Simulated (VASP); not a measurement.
# MgAu3 (I4/mmm) in VASP: a series of runs, part 2 of 2

VASP 6.6.1. Earlier steps stand in the parts before.

### Step 3. Single point, LDA

INCAR

```
SYSTEM = MgAu3
PREC = Accurate
ENCUT = 600
EDIFF = 1E-6
ISMEAR = -1
SIGMA = 0.15
LREAL = .FALSE.
LASPH = .TRUE.
NELM = 120
ALGO = Normal
ISIF = 2
LWAVE = .FALSE.
LCHARG = .FALSE.
NBANDS = 26
GGA_COMPAT = .FALSE.
```

KPOINTS

```
Automatic mesh
0
G
  4 4 4
  0 0 0
```

POSCAR

```
MgAu3
1.0
   -2.0410379400      2.0410379400      4.1600965500
    2.0410379400     -2.0410379400      4.1600965500
    2.0410379400      2.0410379400     -4.1600965500
Mg Au
1 3
Direct
    0.0000000000      0.0000000000      0.0000000000
    0.5000000000      0.5000000000      0.0000000000
    0.7500000000      0.2500000000      0.5000000000
    0.2500000000      0.7500000000      0.5000000000
```

Potentials or basis: VASP PAW LDA potentials, release 64 (Mg, Au).

Started as:

```
$ cat potpaw_LDA.64/Mg/POTCAR potpaw_LDA.64/Au/POTCAR > POTCAR
$ mpirun -np 1 vasp_std > vasp.out
```

OUTCAR:

```text
SYSTEM = MgAu3
   PREC = Accurate
   ENCUT = 600
   EDIFF = 1E-6
   ISMEAR = -1
   LREAL = .FALSE.
   LASPH = .TRUE.
   NELM = 120
   ISIF = 2

 ion  position               nearest neighbor table
   1  0.000  0.000  0.000-   2 2.89   2 2.89   2 2.89   2 2.89   4 2.91   3 2.91   4 2.91   4 2.91
                             3 2.91   3 2.91   4 2.91   3 2.91
   2  0.500  0.500  0.000-   1 2.89   1 2.89   1 2.89   1 2.89   4 2.91   3 2.91   4 2.91   3 2.91
                             4 2.91   4 2.91   3 2.91   3 2.91
   3  0.750  0.250  0.500-   4 2.89   4 2.89   4 2.89   4 2.89   2 2.91   1 2.91   2 2.91   1 2.91
                             2 2.91   2 2.91   1 2.91   1 2.91
   4  0.250  0.750  0.500-   3 2.89   3 2.89   3 2.89   3 2.89   2 2.91   1 2.91   2 2.91   2 2.91
                             1 2.91   1 2.91   2 2.91   1 2.91

  LATTYP: Found a body centered tetragonal cell.
 ALAT       =     4.0820758800
 C/A-ratio  =     2.0382259773

  Lattice vectors:

 A1 = (  -2.0410379400,   2.0410379400,   4.1600965500)
 A2 = (   2.0410379400,  -2.0410379400,   4.1600965500)
 A3 = (   2.0410379400,   2.0410379400,  -4.1600965500)

Analysis of symmetry for initial positions (statically):
=====================================================================
 Subroutine PRICEL returns:
 Original cell was already a primitive cell.

 Routine SETGRP: Setting up the symmetry group for a
 body centered tetragonal supercell.

 Subroutine GETGRP returns: Found 16 space group operations
 (whereof 16 operations were pure point group operations)
 out of a pool of 16 trial point group operations.

The static configuration has the point symmetry D_4h.

Analysis of symmetry for dynamics (positions and initial velocities):
=====================================================================
 Subroutine PRICEL returns:
 Original cell was already a primitive cell.

 Routine SETGRP: Setting up the symmetry group for a
 body centered tetragonal supercell.

 Subroutine GETGRP returns: Found 16 space group operations
 (whereof 16 operations were pure point group operations)
 out of a pool of 16 trial point group operations.

The dynamic configuration has the point symmetry D_4h.

 Subroutine INISYM returns: Found 16 space group operations
 (whereof 16 operations are pure point group operations),
 and found     1 'primitive' translations

----------------------------------------------------------------------------------------

                                     Primitive cell

  volume of cell :      69.3211

  direct lattice vectors                    reciprocal lattice vectors
    -2.041037940  2.041037940  4.160096550     0.000000000  0.244973398  0.120189518
     2.041037940 -2.041037940  4.160096550     0.244973398  0.000000000  0.120189518
     2.041037940  2.041037940 -4.160096550     0.244973398  0.244973398  0.000000000

  length of vectors
     5.063405480  5.063405480  5.063405480     0.272868991  0.272868991  0.346444702

  position of ions in fractional coordinates (direct lattice)
     0.000000000  0.000000000  0.000000000
     0.500000000  0.500000000  0.000000000
     0.750000000  0.250000000  0.500000000
     0.250000000  0.750000000  0.500000000

[... 34 lines left out ...]
            Coordinates               Weight
  0.000000  0.000000  0.000000      1.000000
  0.250000  0.000000  0.000000      8.000000
  0.500000  0.000000  0.000000      4.000000
  0.250000  0.250000  0.000000      8.000000
  0.500000  0.250000  0.000000     16.000000
 -0.250000  0.250000  0.000000      4.000000
  0.500000  0.500000  0.000000      2.000000
  0.250000  0.250000  0.250000      2.000000
 -0.250000  0.250000  0.250000      4.000000
  0.500000  0.500000  0.250000      4.000000
 -0.250000  0.500000  0.250000      8.000000
 -0.250000 -0.250000  0.250000      2.000000
  0.500000  0.500000  0.500000      1.000000
   k-points           NKPTS =     13   k-points in BZ     NKDIM =     13   number of bands    NBANDS=     26
   number of dos      NEDOS =    301   number of ions     NIONS =      4
   total plane-waves  NPLWV =  64000
   dimension x,y,z NGX =    40 NGY =   40 NGZ =   40
   dimension x,y,z NGXF=    80 NGYF=   80 NGZF=   80
   ions per type =               1   3
   NGX,Y,Z   is equivalent  to a cutoff of  13.13, 13.13, 13.13 a.u.
   NGXF,Y,Z  is equivalent  to a cutoff of  26.27, 26.27, 26.27 a.u.
 SYSTEM =  MgAu3
   PREC   = accura    normal or accurate (medium, high low for compatibility)
   ISTART =      0    job   : 0-new  1-cont  2-samecut
   ICHARG =      2    charge: 1-file 2-atom 10-const
   ISPIN  =      1    spin polarized calculation?
   LNONCOLLINEAR =      F non collinear calculations
   LSORBIT =      F    spin-orbit coupling
   LASPH  =      T    aspherical Exc in radial PAW
   ENCUT  =  600.0 eV  44.10 Ry    6.64 a.u.  10.11 10.11 10.11*2*pi/ulx,y,z
   NELM   =    120;   NELMIN=  2; NELMDL= -5     # of ELM steps
   EDIFF  = 0.1E-05   stopping-criterion for ELM
   LREAL  =      F    real-space projection
   EDIFFG = 0.1E-04   stopping-criterion for IOM
   NSW    =      0    number of steps for IOM
   IBRION =     -1    ionic relax: 0-MD 1-quasi-New 2-CG
   NFREE  =      0    steps in history (QN), initial steepest desc. (CG)
   ISIF   =      2    stress and relaxation
   ISYM   =      2    0-nonsym 1-usesym 2-fastsym
   POTIM  = 0.5000    time-step for ionic-motion
   TEBEG  =    0.0;   TEEND  =   0.0 temperature during run
   PSTRESS=    0.0 pullay stress
   NELECT =      35.0000    total number of electrons
   NUPDOWN=      -1.0000    fix difference up-down
   EMIN   =  10.00;   EMAX   =-10.00  energy-range for DOS
   EFERMI =   0.00;   METHOD = LEGACY
   ISMEAR =    -1;   SIGMA  =   0.15  broadening in eV -4-tet -1-fermi 0-gaus
   EFERMI_NEDOS =   21; number of points for ismear=-14 and -15
   IALGO  =     38    algorithm
   IMIX   =      4    mixing-type and parameters
     AMIX     =   0.40;   BMIX     =  1.00
     AMIX_MAG =   1.60;   BMIX_MAG =  1.00
  volume/ion in A,a.u.               =      17.33       116.95
  Fermi-wavevector in a.u.,A,eV,Ry     =   1.303594  2.463435 23.121157  1.699357
  Thomas-Fermi vector in A             =   2.434586
   LORBIT       =      0    0 simple, 1 ext, 2 COOP (PROOUT), +10 PAW based schemes
   GGA     = CA    functional components
   LHFCALC =     F    Hartree Fock is set to
   AEXX    =    0.0000 exact exchange contribution
   IVDW    =     0    specifies the selected vdW correction
   LEPSILON=     F    determine dielectric tensor
   LRPA    =     F    only Hartree local field effects (RPA)
 non-spin polarized calculation
  energy-cutoff  :      600.00
  volume of cell :       69.32
 maximum number of plane-waves:      2336
   NGX = 21   NGY = 21   NGZ = 21

 number of electron      35.0000004 magnetization

 Free energy of the ion-electron system (eV)
  ---------------------------------------------------
  ext. energy  EPLUGINS =         0.00000000
  ---------------------------------------------------
  free energy    TOTEN  =       -16.96219228 eV

  energy without entropy =      -16.86600972  energy(sigma->0) =      -16.91410100

 E-fermi :   7.8180     XC(G=0): -12.0695

 val. band max:        7.7510407054   @ k =   0.5000   0.2500   0.0000
 cond. band min:       8.1058676395   @ k =   0.2500   0.2500   0.0000
 fundamental gap:      0.3548269341
 Fermi energy:         7.8180466183

 k-point     1 :       0.0000    0.0000    0.0000
  band No.  band energies     occupation
      1      -1.6320      2.00000
      2       1.3185      2.00000
      3       1.5595      2.00000
      4       1.7218      2.00000
      5       2.4969      2.00000
      6       2.4969      2.00000
[... 366 lines left out ...]
     25      17.6635      0.00000
     26      19.6797      0.00000

------------------------ aborting loop because EDIFF is reached ----------------------------------------

  FORCE on cell =-STRESS in cart. coord.  units (eV):
  Direction    XX          YY          ZZ          XY          YZ          ZX
  --------------------------------------------------------------------------------------
  -------------------------------------------------------------------------------------
  Total       -2.9197636     -2.9197636     -3.3184053      0.0000000     -0.0000000      0.0000000
  in kB      -67.4827405    -67.4827405    -76.6963064      0.0000000     -0.0000000      0.0000000
  external PRESSURE =     -70.5539292 kB  Pullay stress =       0.0000000 kB

 VOLUME and BASIS-vectors are now :
 -----------------------------------------------------------------------------
  energy-cutoff  :      600.00
  volume of cell :       69.32
      direct lattice vectors                 reciprocal lattice vectors
    -2.041037940  2.041037940  4.160096550     0.000000000  0.244973398  0.120189518
     2.041037940 -2.041037940  4.160096550     0.244973398  0.000000000  0.120189518
     2.041037940  2.041037940 -4.160096550     0.244973398  0.244973398  0.000000000

 POSITION                                       TOTAL-FORCE (eV/Angst)
 -----------------------------------------------------------------------------------
      0.00000      0.00000      0.00000        -0.000000     -0.000000      0.000000
      0.00000      0.00000      4.16010        -0.000000     -0.000000      0.000000
      0.00000      2.04104      2.08005        -0.000000      0.000000      0.000000
      2.04104      0.00000      2.08005         0.000000     -0.000000     -0.000000
 -----------------------------------------------------------------------------------
    total drift:                                0.000000     -0.000000      0.000000

  FREE ENERGIE OF THE ION-ELECTRON SYSTEM (eV)
  ---------------------------------------------------
  free  energy   TOTEN  =       -16.9621922766 eV

  energy  without entropy=      -16.8660097238  energy(sigma->0) =      -16.91410100
```

Wall time 26 s (1 thread of AMD EPYC 9R45 (Zen 5), shared host); peak memory 0.17 GiB.

What came out:

- Free energy: -16.9622 eV
- Pressure: -7.1 GPa
- Band gap on the k mesh: zero (an odd number of electrons rules out a gap without spin polarisation)

Stress tensor (GPa, compression positive):
```
-6.75  0.00  0.00
 0.00 -6.75  0.00
 0.00  0.00 -7.67
```

Levels at points of the mesh, in eV from the Fermi level:
```tsv
k point	band 13	band 14	band 15	band 16	band 17	band 18	band 19	band 20	band 21	band 22
(0.00, 0.00, 0.00)	-2.98	-2.98	-2.72	-1.81	0.44	3.39	4.57	4.57	4.64	5.46
(0.50, 0.00, 0.00)	-3.71	-3.61	-3.54	-2.54	-2.16	0.72	1.60	5.15	6.02	6.70
(0.50, 0.50, 0.00)	-3.35	-2.72	-2.40	-2.31	-1.37	-1.16	-0.49	1.59	2.98	6.98
(0.50, 0.50, 0.50)	-2.76	-2.56	-2.56	-2.40	-1.82	0.75	0.75	4.36	5.89	8.91
```

Caveat: the k points lie up to 0.43 Å⁻¹ apart, too coarse for converged energies and pressures of a metal; spin-orbit coupling is left out, which moves the levels of the heavy elements.

### Step 4. Single point, LDA

INCAR

```
ALGO = Normal ; EDIFF = 1E-6
ENCUT = 600 ; GGA_COMPAT = F
ISIF = 2 ; ISMEAR = -1
LASPH = T ; LCHARG = F
LREAL = F ; LWAVE = F
NBANDS = 26 ; NELM = 120
PREC = Accurate ; SIGMA = 0.15
```

KPOINTS

```
k-points
0
Gamma
  5 5 5
```

POSCAR is that of step 3.

Started as:

```
$ cat potpaw_LDA.64/Mg/POTCAR potpaw_LDA.64/Au/POTCAR > POTCAR
$ mpirun -np 1 vasp_std > vasp.out
```

Wall time 33 s (1 thread of AMD EPYC 9R45 (Zen 5), shared host); peak memory 0.18 GiB.

It converged, with:

* Free energy: -16.9690 eV
* Pressure: -7.1 GPa
* Band gap on the k mesh: zero (an odd number of electrons rules out a gap without spin polarisation)

Stress tensor (GPa, compression positive):
```
-6.67  0.00  0.00
 0.00 -6.67  0.00
 0.00  0.00 -7.92
```

Levels at points of the mesh, in eV from the Fermi level:
```
           k point  band 13  band 14  band 15  band 16  band 17  band 18  band 19  band 20  band 21  band 22
(0.00, 0.00, 0.00)    -2.99    -2.99    -2.73    -1.82     0.44     3.39     4.56     4.56     4.63     5.47
```

Caveat: the cell stands under tension; spin-orbit coupling is left out, which moves the levels of the heavy elements.

### Step 5. Single point, LDA

INCAR

```
PREC = Accurate
ENCUT = 600
EDIFF = 1E-6
ISMEAR = -1
SIGMA = 0.15
LREAL = F
LASPH = T
NELM = 120
ALGO = Normal
ISIF = 2
LWAVE = F
LCHARG = F
GGA = CA
NBANDS = 26
GGA_COMPAT = F
```

KPOINTS

```
regular mesh
0
Gamma
  6 6 6
```

POSCAR is that of step 4.

Started as:

```
$ cat potpaw_LDA.64/Mg/POTCAR potpaw_LDA.64/Au/POTCAR > POTCAR
$ mpirun -np 1 vasp_std > vasp.out
```

Wall time 48 s (1 thread of AMD EPYC 9R45 (Zen 5), shared host); peak memory 0.19 GiB.

The run converged. Its results:

```
Free energy            : -16.9662 eV
Pressure               : -7.0 GPa
Band gap on the k mesh : zero (an odd number of electrons rules out a gap without spin polarisation)
```

Stress tensor (GPa, compression positive):
```
-6.84  0.00  0.00
 0.00 -6.84  0.00
 0.00  0.00 -7.25
```

Levels at points of the mesh, in eV from the Fermi level:
```csv
k point,band 14,band 15,band 16,band 17,band 18,band 19,band 20,band 21
"(0.00, 0.00, 0.00)",-3.05,-2.79,-1.89,0.37,3.32,4.49,4.49,4.57
"(0.50, 0.00, 0.00)",-3.68,-3.61,-2.61,-2.22,0.65,1.53,5.08,5.95
"(0.50, 0.50, 0.00)",-2.79,-2.46,-2.38,-1.43,-1.23,-0.56,1.52,2.92
"(0.50, 0.50, 0.50)",-2.62,-2.62,-2.47,-1.89,0.67,0.67,4.29,5.82
```

Caveat: the cell stands under tension; spin-orbit coupling is left out, which moves the levels of the heavy elements.

### Step 6. Single point, LDA

INCAR

```
PREC     = Accurate       # precision mode
ENCUT    = 600            # plane-wave cutoff, eV
EDIFF    = 1E-6           # SCF threshold, eV
ISMEAR   = -1             # smearing method
SIGMA    = 0.15           # smearing width, eV
LREAL    = F              # projectors in reciprocal space
LASPH    = T              # aspherical terms in the spheres
NELM     = 120            # most SCF steps
ALGO     = Normal         # electronic algorithm
ISIF     = 2              # what is computed and relaxed
LWAVE    = F              # write WAVECAR
LCHARG   = F              # write CHGCAR
NBANDS   = 26             # bands
GGA_COMPAT= F
```

KPOINTS

```
Automatic mesh
0
Gamma
  7 7 7
```

POSCAR is that of step 5.

Potentials or basis: VASP PAW LDA potentials, release 64 (Mg, Au).

Started as:

```
$ cat potpaw_LDA.64/Mg/POTCAR potpaw_LDA.64/Au/POTCAR > POTCAR
$ mpirun -np 1 vasp_std > vasp.out
```

OUTCAR:

```text
PREC = Accurate
   ENCUT = 600
   EDIFF = 1E-6
   ISMEAR = -1
   LREAL = F
   LASPH = T
   NELM = 120
   ISIF = 2

 ion  position               nearest neighbor table
   1  0.000  0.000  0.000-   2 2.89   2 2.89   2 2.89   2 2.89   4 2.91   3 2.91   4 2.91   4 2.91
                             3 2.91   3 2.91   4 2.91   3 2.91
   2  0.500  0.500  0.000-   1 2.89   1 2.89   1 2.89   1 2.89   4 2.91   3 2.91   4 2.91   3 2.91
                             4 2.91   4 2.91   3 2.91   3 2.91
   3  0.750  0.250  0.500-   4 2.89   4 2.89   4 2.89   4 2.89   2 2.91   1 2.91   2 2.91   1 2.91
                             2 2.91   2 2.91   1 2.91   1 2.91
[... 900 lines left out ...]
  -------------------------------------------------------------------------------------
  Total       -2.9604856     -2.9604856     -3.0693251      0.0000000     -0.0000000      0.0000000
  in kB      -68.4239237    -68.4239237    -70.9394672      0.0000000     -0.0000000      0.0000000
  external PRESSURE =     -69.2624382 kB  Pullay stress =       0.0000000 kB

 VOLUME and BASIS-vectors are now :
 -----------------------------------------------------------------------------
  energy-cutoff  :      600.00
  volume of cell :       69.32
      direct lattice vectors                 reciprocal lattice vectors
    -2.041037940  2.041037940  4.160096550     0.000000000  0.244973398  0.120189518
     2.041037940 -2.041037940  4.160096550     0.244973398  0.000000000  0.120189518
     2.041037940  2.041037940 -4.160096550     0.244973398  0.244973398  0.000000000

 POSITION                                       TOTAL-FORCE (eV/Angst)
 -----------------------------------------------------------------------------------
      0.00000      0.00000      0.00000        -0.000000      0.000000      0.000000
      0.00000      0.00000      4.16010        -0.000000      0.000000      0.000000
      0.00000      2.04104      2.08005        -0.000000     -0.000000      0.000000
      2.04104      0.00000      2.08005         0.000000     -0.000000     -0.000000
 -----------------------------------------------------------------------------------
    total drift:                                0.000000     -0.000000      0.000000

  FREE ENERGIE OF THE ION-ELECTRON SYSTEM (eV)
  ---------------------------------------------------
  free  energy   TOTEN  =       -16.9679370386 eV

  energy  without entropy=      -16.8656726012  energy(sigma->0) =      -16.91680482
```

OSZICAR:

```text
N       E                     dE             d eps       ncg     rms          rms(c)
DAV:   1     0.216623839992E+03    0.21662E+03   -0.18548E+04  2104   0.139E+03
DAV:   2    -0.125909231389E+02   -0.22921E+03   -0.21551E+03  2176   0.292E+02
DAV:   3    -0.183365806493E+02   -0.57457E+01   -0.56735E+01  2482   0.453E+01
DAV:   4    -0.183709189824E+02   -0.34338E-01   -0.34309E-01  2276   0.357E+00
DAV:   5    -0.183712072175E+02   -0.28824E-03   -0.28823E-03  2392   0.371E-01    0.129E+01
DAV:   6    -0.170530687187E+02    0.13181E+01   -0.36559E+00  2212   0.144E+01    0.817E+00
DAV:   7    -0.169924448415E+02    0.60624E-01   -0.78536E-02  2186   0.243E+00    0.450E+00
DAV:   8    -0.169687651913E+02    0.23680E-01   -0.18893E-02  2220   0.146E+00    0.454E-01
DAV:   9    -0.169679829591E+02    0.78223E-03   -0.19116E-03  2322   0.661E-01    0.759E-02
DAV:  10    -0.169679472942E+02    0.35665E-04   -0.38700E-04  2166   0.147E-01    0.346E-02
DAV:  11    -0.169679371140E+02    0.10180E-04   -0.38868E-05  2262   0.896E-02    0.866E-03
DAV:  12    -0.169679370386E+02    0.75421E-07   -0.24122E-06  1742   0.178E-02
   1 F= -.16967937E+02 E0= -.16916805E+02  d E =-.102264E+00
```

It took 60 s on 1 thread of AMD EPYC 9R45 (Zen 5), shared host; peak memory 0.21 GiB.

What came out:

```yaml
Free_energy: -16.9679 eV
Pressure: -6.9 GPa
Band_gap_on_the_k_mesh: zero (an odd number of electrons rules out a gap without spin polarisation)
```

Levels at points of the mesh, in eV from the Fermi level:
```tsv
k point	band 14	band 15	band 16	band 17	band 18	band 19	band 20	band 21
(0.00, 0.00, 0.00)	-3.05	-2.80	-1.90	0.36	3.32	4.49	4.49	4.56
```

Caveat: the cell stands under tension; spin-orbit coupling is left out, which moves the levels of the heavy elements.

### Step 7. Overview

```tsv
k mesh	gap on the mesh (eV)	pressure (GPa)
3 × 3 × 3	none	-5.5
4 × 4 × 4	none	-7.1
5 × 5 × 5	none	-7.1
6 × 6 × 6	none	-7.0
7 × 7 × 7	none	-6.9
```

Alike in all rows: task single point; level LDA; potentials or basis VASP PAW LDA potentials, release 64 (Mg, Au); no spin polarisation; cell as given; cutoff (eV) 600; smearing fermi-dirac 0.15 eV.

Caveats: some runs use coarse meshes; spin-orbit coupling is left out, which moves the levels of the heavy elements; the cell stands under tension (at least some runs).

Absolute energies hang on the potentials; compare differences alone.
